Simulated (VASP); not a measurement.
# K3OF (Pm-3m) in VASP: a series of runs, part 2 of 2

VASP 6.6.1. The steps go on from the part before.

## 4. Single point, PBE

This run uses another cell than the first one, of 26.99 Å³/atom, 1.064 times its volume.

Input file INCAR:

```
SYSTEM = K3OF
PREC = Accurate ; ENCUT = 520
EDIFF = 1E-6 ; ISMEAR = 0
SIGMA = 0.01 ; LREAL = .False.
LASPH = .True. ; NELM = 60
ALGO = Normal ; ISIF = 2
LWAVE = .False. ; LCHARG = .True.
GGA = PE ; LELF = .True.
LVHAR = .True. ; NBANDS = 28
```

Input file KPOINTS:

```
Automatic mesh
0
Gamma
  4 4 4
  0 0 0
```

Input file POSCAR:

```
K3OF
1.0
    5.1291618465      0.0000000000      0.0000000000
    0.0000000000      5.1291618465      0.0000000000
    0.0000000000      0.0000000000      5.1291618465
F O K
1 1 3
Direct
    0.0000000000      0.0000000000      0.0000000000
    0.5000000000      0.5000000000      0.5000000000
    0.5000000000      0.5000000000      0.0000000000
    0.5000000000      0.0000000000      0.5000000000
    0.0000000000      0.5000000000      0.5000000000
```

Potentials or basis: VASP PAW PBE potentials, release 64 (F, O, K_sv).

The run is started by

```bash
$ cat potpaw_PBE.64/F/POTCAR potpaw_PBE.64/O/POTCAR potpaw_PBE.64/K_sv/POTCAR > POTCAR
$ mpirun -np 1 vasp_std > vasp.out
```

OUTCAR:

```text
SYSTEM = K3OF
   PREC = Accurate
   ENCUT = 520
   EDIFF = 1E-6
   ISMEAR = 0
   LREAL = .False.
   LASPH = .True.
   NELM = 60
   ISIF = 2
   GGA = PE

 ion  position               nearest neighbor table
   1  0.000  0.000  0.000-
   2  0.500  0.500  0.500-   3 2.56   4 2.56   5 2.56   3 2.56   4 2.56   5 2.56
   3  0.500  0.500  0.000-   2 2.56   2 2.56   5 3.63   4 3.63   4 3.63   5 3.63   4 3.63   4 3.63
                             5 3.63   5 3.63
   4  0.500  0.000  0.500-   2 2.56   2 2.56   5 3.63   3 3.63   3 3.63   3 3.63   5 3.63   3 3.63
                             5 3.63   5 3.63
   5  0.000  0.500  0.500-   2 2.56   2 2.56   4 3.63   3 3.63   4 3.63   3 3.63   3 3.63   4 3.63
                             3 3.63   4 3.63

  LATTYP: Found a simple cubic cell.
 ALAT       =     5.1291618465

  Lattice vectors:

 A1 = (   5.1291618465,   0.0000000000,   0.0000000000)
 A2 = (   0.0000000000,   5.1291618465,   0.0000000000)
 A3 = (   0.0000000000,   0.0000000000,   5.1291618465)

Analysis of symmetry for initial positions (statically):
=====================================================================
 Subroutine PRICEL returns:
 Original cell was already a primitive cell.

 Routine SETGRP: Setting up the symmetry group for a
 simple cubic supercell.

 Subroutine GETGRP returns: Found 48 space group operations
 (whereof 48 operations were pure point group operations)
 out of a pool of 48 trial point group operations.

The static configuration has the point symmetry O_h .

Analysis of symmetry for dynamics (positions and initial velocities):
=====================================================================
 Subroutine PRICEL returns:
 Original cell was already a primitive cell.

 Routine SETGRP: Setting up the symmetry group for a
 simple cubic supercell.

 Subroutine GETGRP returns: Found 48 space group operations
 (whereof 48 operations were pure point group operations)
 out of a pool of 48 trial point group operations.

The dynamic configuration has the point symmetry O_h .

 Subroutine INISYM returns: Found 48 space group operations
 (whereof 48 operations are pure point group operations),
 and found     1 'primitive' translations

----------------------------------------------------------------------------------------

                                     Primitive cell

  volume of cell :     134.9395

  direct lattice vectors                    reciprocal lattice vectors
     5.129161846  0.000000000  0.000000000     0.194963628  0.000000000  0.000000000
     0.000000000  5.129161846  0.000000000     0.000000000  0.194963628  0.000000000
     0.000000000  0.000000000  5.129161846     0.000000000  0.000000000  0.194963628

  length of vectors
     5.129161846  5.129161846  5.129161846     0.194963628  0.194963628  0.194963628

  position of ions in fractional coordinates (direct lattice)
     0.000000000  0.000000000  0.000000000
     0.500000000  0.500000000  0.500000000
     0.500000000  0.500000000  0.000000000
     0.500000000  0.000000000  0.500000000
     0.000000000  0.500000000  0.500000000

  ion indices of the primitive-cell ions
   primitive index   ion index
                 1           1
                 2           2
                 3           3
                 4           4
                 5           5

[... 33 lines left out ...]
  0.500000  0.500000  0.000000      3.000000
  0.250000  0.250000  0.250000      8.000000
  0.500000  0.250000  0.250000     12.000000
  0.500000  0.500000  0.250000      6.000000
  0.500000  0.500000  0.500000      1.000000
   k-points           NKPTS =     10   k-points in BZ     NKDIM =     10   number of bands    NBANDS=     28
   number of dos      NEDOS =    301   number of ions     NIONS =      5
   total plane-waves  NPLWV =  64000
   dimension x,y,z NGX =    40 NGY =   40 NGZ =   40
   dimension x,y,z NGXF=    80 NGYF=   80 NGZF=   80
   ions per type =               1   1   3
   NGX,Y,Z   is equivalent  to a cutoff of  12.96, 12.96, 12.96 a.u.
   NGXF,Y,Z  is equivalent  to a cutoff of  25.93, 25.93, 25.93 a.u.
 SYSTEM =  K3OF
   PREC   = accura    normal or accurate (medium, high low for compatibility)
   ISTART =      0    job   : 0-new  1-cont  2-samecut
   ICHARG =      2    charge: 1-file 2-atom 10-const
   ISPIN  =      1    spin polarized calculation?
   LNONCOLLINEAR =      F non collinear calculations
   LSORBIT =      F    spin-orbit coupling
   LASPH  =      T    aspherical Exc in radial PAW
   ENCUT  =  520.0 eV  38.22 Ry    6.18 a.u.   9.54  9.54  9.54*2*pi/ulx,y,z
   NELM   =     60;   NELMIN=  2; NELMDL= -5     # of ELM steps
   EDIFF  = 0.1E-05   stopping-criterion for ELM
   LREAL  =      F    real-space projection
   EDIFFG = 0.1E-04   stopping-criterion for IOM
   NSW    =      0    number of steps for IOM
   IBRION =     -1    ionic relax: 0-MD 1-quasi-New 2-CG
   NFREE  =      0    steps in history (QN), initial steepest desc. (CG)
   ISIF   =      2    stress and relaxation
   ISYM   =      2    0-nonsym 1-usesym 2-fastsym
   POTIM  = 0.5000    time-step for ionic-motion
   TEBEG  =    0.0;   TEEND  =   0.0 temperature during run
   PSTRESS=    0.0 pullay stress
   NELECT =      40.0000    total number of electrons
   NUPDOWN=      -1.0000    fix difference up-down
   EMIN   =  10.00;   EMAX   =-10.00  energy-range for DOS
   EFERMI =   0.00;   METHOD = LEGACY
   ISMEAR =     0;   SIGMA  =   0.01  broadening in eV -4-tet -1-fermi 0-gaus
   EFERMI_NEDOS =   21; number of points for ismear=-14 and -15
   IALGO  =     38    algorithm
   IMIX   =      4    mixing-type and parameters
     AMIX     =   0.40;   BMIX     =  1.00
     AMIX_MAG =   1.60;   BMIX_MAG =  1.00
  volume/ion in A,a.u.               =      26.99       182.12
  Fermi-wavevector in a.u.,A,eV,Ry     =   1.091562  2.062753 16.211446  1.191508
  Thomas-Fermi vector in A             =   2.227810
   LORBIT       =      0    0 simple, 1 ext, 2 COOP (PROOUT), +10 PAW based schemes
   GGA     = PE    functional components
   LHFCALC =     F    Hartree Fock is set to
   AEXX    =    0.0000 exact exchange contribution
   IVDW    =     0    specifies the selected vdW correction
   LEPSILON=     F    determine dielectric tensor
   LRPA    =     F    only Hartree local field effects (RPA)
 non-spin polarized calculation
 Gauss-broadening in eV      SIGMA  =   0.01
  energy-cutoff  :      520.00
  volume of cell :      134.94
 maximum number of plane-waves:      3695
 NGX is ok and might be reduce to    40
   NGX = 19   NGY = 19   NGZ = 19

 number of electron      40.0000028 magnetization

 Free energy of the ion-electron system (eV)
  ---------------------------------------------------
  ext. energy  EPLUGINS =         0.00000000
  ---------------------------------------------------
  free energy    TOTEN  =       -17.45800302 eV

  energy without entropy =      -17.45800302  energy(sigma->0) =      -17.45800302

 E-fermi :   0.1704     XC(G=0):  -7.2378

 val. band max:        0.0628102347   @ k =   0.0000   0.0000   0.0000
 cond. band min:       0.9350818214   @ k =   0.0000   0.0000   0.0000
 fundamental gap:      0.8722715868
 Fermi energy:         0.1703922803

 k-point     1 :       0.0000    0.0000    0.0000
  band No.  band energies     occupation
      1     -30.0845      2.00000
      2     -29.9748      2.00000
      3     -29.9748      2.00000
      4     -21.2127      2.00000
      5     -14.6574      2.00000
      6     -13.8317      2.00000
[... 299 lines left out ...]
     27       5.3528      0.00000
     28       6.7384      0.00000

------------------------ aborting loop because EDIFF is reached ----------------------------------------

  FORCE on cell =-STRESS in cart. coord.  units (eV):
  Direction    XX          YY          ZZ          XY          YZ          ZX
  --------------------------------------------------------------------------------------
  -------------------------------------------------------------------------------------
  Total        0.0475063      0.0475063      0.0475063     -0.0000000     -0.0000000      0.0000000
  in kB        0.5640566      0.5640566      0.5640566     -0.0000000     -0.0000000      0.0000000
  external PRESSURE =       0.5640566 kB  Pullay stress =       0.0000000 kB

 VOLUME and BASIS-vectors are now :
 -----------------------------------------------------------------------------
  energy-cutoff  :      520.00
  volume of cell :      134.94
      direct lattice vectors                 reciprocal lattice vectors
     5.129161846  0.000000000  0.000000000     0.194963628  0.000000000  0.000000000
     0.000000000  5.129161846  0.000000000     0.000000000  0.194963628  0.000000000
     0.000000000  0.000000000  5.129161846     0.000000000  0.000000000  0.194963628

 POSITION                                       TOTAL-FORCE (eV/Angst)
 -----------------------------------------------------------------------------------
      0.00000      0.00000      0.00000         0.000000      0.000000      0.000000
      2.56458      2.56458      2.56458         0.000000      0.000000      0.000000
      2.56458      2.56458      0.00000         0.000000      0.000000      0.000000
      2.56458      0.00000      2.56458         0.000000      0.000000      0.000000
      0.00000      2.56458      2.56458         0.000000      0.000000      0.000000
 -----------------------------------------------------------------------------------
    total drift:                                0.000000      0.000000     -0.000000

  FREE ENERGIE OF THE ION-ELECTRON SYSTEM (eV)
  ---------------------------------------------------
  free  energy   TOTEN  =       -17.4580030197 eV

  energy  without entropy=      -17.4580030197  energy(sigma->0) =      -17.45800302
```

Wall time 22 s (1 thread of Intel Xeon 6975P-C (Granite Rapids), shared host); peak memory 0.25 GiB.

Results:

```yaml
Free_energy: -17.4580 eV
Pressure: 0.1 GPa
Band_gap_on_the_k_mesh: 0.87 eV, direct
```

## 5. Single point, PBE (volume changed by +3%)

Input file INCAR:

```
SYSTEM = K3OF
PREC = Accurate ; ENCUT = 520
EDIFF = 1E-6 ; ISMEAR = 0
SIGMA = 0.01 ; LREAL = .False.
LASPH = .True. ; NELM = 80
ALGO = Normal ; ISIF = 2
LWAVE = .False. ; LCHARG = .False.
GGA = PE ; NBANDS = 28
```

Input file KPOINTS:

```
regular mesh
0
Gamma
  4 4 4
  0 0 0
```

POSCAR, as its differences from that of step 4:

```diff
@@ -2,5 +2,5 @@
 1.0
-    5.1291618465      0.0000000000      0.0000000000
-    0.0000000000      5.1291618465      0.0000000000
-    0.0000000000      0.0000000000      5.1291618465
+    5.1799489301      0.0000000000      0.0000000000
+    0.0000000000      5.1799489301      0.0000000000
+    0.0000000000      0.0000000000      5.1799489301
 F O K
```

The run is started by

```bash
$ cat potpaw_PBE.64/F/POTCAR potpaw_PBE.64/O/POTCAR potpaw_PBE.64/K_sv/POTCAR > POTCAR
$ mpirun -np 1 vasp_std > vasp.out
```

Run time: 20 s. Hardware: 1 thread of Intel Xeon 6975P-C (Granite Rapids), shared host; peak memory 0.25 GiB.

It converged, with:

```yaml
Free_energy: -17.4544 eV
Pressure: -0.5 GPa
Band_gap_on_the_k_mesh: 0.87 eV, direct
```

Levels at points of the mesh, in eV from the valence-band top:
```tsv
k point	band 18	band 19	band 20	band 21	band 22	band 23
(0.00, 0.00, 0.00)	0.00	0.00	0.00	0.87	3.79	3.79
(0.50, 0.00, 0.00)	-0.81	-0.10	-0.10	2.57	2.77	4.88
(0.50, 0.50, 0.00)	-0.88	-0.88	-0.19	3.70	3.91	3.91
(0.50, 0.50, 0.50)	-1.00	-1.00	-1.00	3.73	4.80	4.80
```

Caveat: the cell differs from its parent crystal (volume changed by +3%).

## 6. Single point, PBE (volume changed by +6%)

Input file INCAR:

```
SYSTEM = K3OF
  PREC = Accurate
  ENCUT = 520
  EDIFF = 1E-6
  ISMEAR = 0
  SIGMA = 0.01
  LREAL = .FALSE.
  LASPH = .TRUE.
  NELM = 100
  ALGO = Normal
  ISIF = 2
  LWAVE = .FALSE.
  LCHARG = .FALSE.
  GGA = PE
  NBANDS = 28
```

Input file KPOINTS:

```
Automatic mesh
0
G
  4 4 4
  0 0 0
```

POSCAR, as its differences from that of step 5:

```diff
@@ -2,5 +2,5 @@
 1.0
-    5.1799489301      0.0000000000      0.0000000000
-    0.0000000000      5.1799489301      0.0000000000
-    0.0000000000      0.0000000000      5.1799489301
+    5.2297591870      0.0000000000      0.0000000000
+    0.0000000000      5.2297591870      0.0000000000
+    0.0000000000      0.0000000000      5.2297591870
 F O K
```

Potentials or basis: VASP PAW PBE potentials, release 64 (F, O, K_sv).

The run is started by

```bash
$ cat potpaw_PBE.64/F/POTCAR potpaw_PBE.64/O/POTCAR potpaw_PBE.64/K_sv/POTCAR > POTCAR
$ mpirun -np 1 vasp_std > vasp.out
```

OUTCAR:

```text
SYSTEM = K3OF
   PREC = Accurate
   ENCUT = 520
   EDIFF = 1E-6
   ISMEAR = 0
   LREAL = .FALSE.
   LASPH = .TRUE.
   NELM = 100
   ISIF = 2
   GGA = PE

 ion  position               nearest neighbor table
   1  0.000  0.000  0.000-
   2  0.500  0.500  0.500-   3 2.61   4 2.61   5 2.61   3 2.61   4 2.61   5 2.61
   3  0.500  0.500  0.000-   2 2.61   2 2.61   5 3.70   4 3.70   4 3.70   5 3.70   4 3.70   4 3.70
                             5 3.70   5 3.70
   4  0.500  0.000  0.500-   2 2.61   2 2.61   5 3.70   3 3.70   3 3.70   3 3.70   5 3.70   3 3.70
                             5 3.70   5 3.70
   5  0.000  0.500  0.500-   2 2.61   2 2.61   4 3.70   3 3.70   4 3.70   3 3.70   3 3.70   4 3.70
                             3 3.70   4 3.70

  LATTYP: Found a simple cubic cell.
 ALAT       =     5.2297591870

  Lattice vectors:

 A1 = (   5.2297591870,   0.0000000000,   0.0000000000)
 A2 = (   0.0000000000,   5.2297591870,   0.0000000000)
 A3 = (   0.0000000000,   0.0000000000,   5.2297591870)

Analysis of symmetry for initial positions (statically):
=====================================================================
 Subroutine PRICEL returns:
[... 166 lines left out ...]
 cond. band min:       0.6997476795   @ k =   0.0000   0.0000   0.0000
 fundamental gap:      0.8660710967
 Fermi energy:        -0.0279993885

 k-point     1 :       0.0000    0.0000    0.0000
  band No.  band energies     occupation
      1     -30.3476      2.00000
      2     -30.2608      2.00000
      3     -30.2608      2.00000
      4     -21.2407      2.00000
      5     -14.7904      2.00000
      6     -14.0622      2.00000
[... 299 lines left out ...]
     27       4.9367      0.00000
     28       6.4526      0.00000

------------------------ aborting loop because EDIFF is reached ----------------------------------------

  FORCE on cell =-STRESS in cart. coord.  units (eV):
  Direction    XX          YY          ZZ          XY          YZ          ZX
  --------------------------------------------------------------------------------------
  -------------------------------------------------------------------------------------
  Total       -0.8959551     -0.8959551     -0.8959551      0.0000000      0.0000000     -0.0000000
  in kB      -10.0357943    -10.0357943    -10.0357943      0.0000000      0.0000000     -0.0000000
  external PRESSURE =     -10.0357943 kB  Pullay stress =       0.0000000 kB

 VOLUME and BASIS-vectors are now :
 -----------------------------------------------------------------------------
  energy-cutoff  :      520.00
  volume of cell :      143.04
      direct lattice vectors                 reciprocal lattice vectors
     5.229759187  0.000000000  0.000000000     0.191213393  0.000000000  0.000000000
     0.000000000  5.229759187  0.000000000     0.000000000  0.191213393  0.000000000
     0.000000000  0.000000000  5.229759187     0.000000000  0.000000000  0.191213393

 POSITION                                       TOTAL-FORCE (eV/Angst)
 -----------------------------------------------------------------------------------
      0.00000      0.00000      0.00000         0.000000      0.000000      0.000000
      2.61488      2.61488      2.61488         0.000000      0.000000      0.000000
      2.61488      2.61488      0.00000         0.000000      0.000000      0.000000
      2.61488      0.00000      2.61488         0.000000      0.000000      0.000000
      0.00000      2.61488      2.61488         0.000000      0.000000      0.000000
 -----------------------------------------------------------------------------------
    total drift:                                0.000000      0.000000     -0.000000

  FREE ENERGIE OF THE ION-ELECTRON SYSTEM (eV)
  ---------------------------------------------------
  free  energy   TOTEN  =       -17.4371201662 eV

  energy  without entropy=      -17.4371201662  energy(sigma->0) =      -17.43712017
```

OSZICAR:

```text
N       E                     dE             d eps       ncg     rms          rms(c)
DAV:   1     0.310367053203E+03    0.31037E+03   -0.18598E+04   560   0.127E+03
DAV:   2    -0.126688383980E+01   -0.31163E+03   -0.30328E+03   712   0.369E+02
DAV:   3    -0.239449306420E+02   -0.22678E+02   -0.22607E+02   808   0.842E+01
DAV:   4    -0.246265968170E+02   -0.68167E+00   -0.68032E+00   868   0.138E+01
DAV:   5    -0.246576256065E+02   -0.31029E-01   -0.31027E-01   808   0.177E+00    0.131E+01
DAV:   6    -0.178467828419E+02    0.68108E+01   -0.33792E+01   632   0.219E+01    0.826E+00
DAV:   7    -0.176130621116E+02    0.23372E+00   -0.24847E+00   704   0.659E+00    0.648E+00
DAV:   8    -0.174303413498E+02    0.18272E+00   -0.51789E-01   644   0.397E+00    0.130E+00
DAV:   9    -0.174287417456E+02    0.15996E-02   -0.16492E-01   728   0.179E+00    0.453E-01
DAV:  10    -0.174317688092E+02   -0.30271E-02   -0.18521E-02   724   0.606E-01    0.237E-01
DAV:  11    -0.174369598058E+02   -0.51910E-02   -0.72761E-03   600   0.454E-01    0.122E-01
DAV:  12    -0.174370567650E+02   -0.96959E-04   -0.25287E-03   668   0.204E-01    0.248E-02
DAV:  13    -0.174371490959E+02   -0.92331E-04   -0.55903E-04   680   0.870E-02    0.392E-02
DAV:  14    -0.174371173557E+02    0.31740E-04   -0.27471E-04   616   0.635E-02    0.672E-03
DAV:  15    -0.174371204308E+02   -0.30751E-05   -0.26976E-05   744   0.176E-02    0.704E-03
DAV:  16    -0.174371203316E+02    0.99133E-07   -0.13586E-05   624   0.110E-02    0.400E-03
DAV:  17    -0.174371201662E+02    0.16538E-06   -0.29010E-06   492   0.578E-03
   1 F= -.17437120E+02 E0= -.17437120E+02  d E =-.212066E-86
```

It took 23 s on 1 thread of Intel Xeon 6975P-C (Granite Rapids), shared host; peak memory 0.25 GiB.

What came out:

```
Free energy            : -17.4371 eV
Pressure               : -1.0 GPa
Band gap on the k mesh : 0.87 eV, direct
```

Levels at points of the mesh, in eV from the valence-band top:
| k point | band 17 | band 18 | band 19 | band 20 | band 21 | band 22 | band 23 | band 24 |
| --- | --- | --- | --- | --- | --- | --- | --- | --- |
| (0.00, 0.00, 0.00) | -2.74 | 0.00 | 0.00 | 0.00 | 0.87 | 3.80 | 3.80 | 4.94 |
| (0.50, 0.00, 0.00) | -2.75 | -0.77 | -0.09 | -0.09 | 2.54 | 2.73 | 4.86 | 5.38 |
| (0.50, 0.50, 0.00) | -2.77 | -0.83 | -0.83 | -0.18 | 3.66 | 3.86 | 3.86 | 4.96 |
| (0.50, 0.50, 0.50) | -2.79 | -0.94 | -0.94 | -0.94 | 3.75 | 4.75 | 4.75 | 4.75 |

Caveat: the cell differs from its parent crystal (volume changed by +6%).

## 7. Overview

```tsv
cell	gap on the mesh (eV)	pressure (GPa)
a = 5.024 Å, 5 atoms	0.87	1.5
a = 5.077 Å, 5 atoms	0.87	0.7
a = 5.129 Å, 5 atoms	0.87	0.1
a = 5.180 Å, 5 atoms	0.87	-0.5
a = 5.230 Å, 5 atoms	0.87	-1.0
```

Alike in all rows: task single point; level PBE; potentials or basis VASP PAW PBE potentials, release 64 (F, O, K_sv); no spin polarisation; k mesh 4 × 4 × 4; cutoff (eV) 520; smearing gaussian 0.01 eV.

Absolute energies hang on the potentials; compare differences alone.
